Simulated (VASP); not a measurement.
Set up this calculation in VASP 6.6.1, as the native input.

```yaml
Task: relaxation of cell and atoms
Functional: PBE
Potentials_or_basis: VASP PAW PBE potentials, release 64 (Zr_sv, Al, B, N)
Cutoff: 600 eV
k_mesh: 3 × 3 × 2
Occupations: gaussian, width 0.15 eV
Spin: no spin polarisation
Dipole_correction: no
Further_INCAR_settings: ALGO = Normal; EDIFF = 1e-07; IBRION = 2; EDIFFG = -0.08; NSW = 36; ISIF = 3
```

The structure of ZrAl3B3N lies in POSCAR:

```
ZrAl3B3N
1.0
    4.2709178000      0.0000000000      0.0000000000
   -2.1354589000      3.6987233100      0.0000000000
    0.0000000000      0.0000000000      6.8715553500
Zr Al B N
1 3 3 1
Direct
    0.0000000000      0.0000000000      0.0000000000
    0.5000000000      0.0000000000      0.5000000000
    0.0000000000      0.5000000000      0.5000000000
    0.5000000000      0.5000000000      0.5000000000
    0.5000000000      0.0000000000      0.0000000000
    0.0000000000      0.5000000000      0.0000000000
    0.5000000000      0.5000000000      0.0000000000
    0.0000000000      0.0000000000      0.5000000000
```

The cell was generated, and may not be a known phase.

The input as run:

INCAR

```
  ALGO = Normal
  EDIFF = 1E-7
  EDIFFG = -0.08
  ENCUT = 600
  GGA = PE
  IBRION = 2
  ISIF = 3
  ISMEAR = 0
  LASPH = T
  LCHARG = F
  LREAL = F
  LWAVE = F
  NELM = 80
  NSW = 36
  PREC = Accurate
  SIGMA = 0.15
```

KPOINTS

```
k-points
0
Gamma
  3 3 2
```

Potentials or basis: VASP PAW PBE potentials, release 64 (Zr_sv, Al, B, N).

The run is started by

```bash
$ cat potpaw_PBE.64/Zr_sv/POTCAR potpaw_PBE.64/Al/POTCAR potpaw_PBE.64/B/POTCAR potpaw_PBE.64/N/POTCAR > POTCAR
$ mpirun -np 1 vasp_std > vasp.out
```

Results of the run:

The relaxed volume is 12.25 Å³/atom and the relaxed cell is a = 5.062 Å, b = 5.062 Å, c = 4.415 Å, α = 90.00°, β = 90.00°, γ = 120.00°. The space group after relaxing (to 0.1 Å) is P6/mmm (No. 191), the pressure after relaxing is 0.0 GPa and the band gap on the k mesh is zero (an odd number of electrons rules out a gap without spin polarisation).

Caveat: the k points lie up to 0.71 Å⁻¹ apart in the final cell, too coarse for converged energies and pressures of a metal; a cell axis changed by over 15 % at a fixed basis, so the end point is rough; an odd number of electrons without spin polarisation forces a metal; a magnetic or distorted state may lie lower.

It took 4.4 min on 1 thread of Intel(R) Xeon(R) 6975P-C (Granite Rapids), with other jobs on the host, peak memory 0.27 GiB.
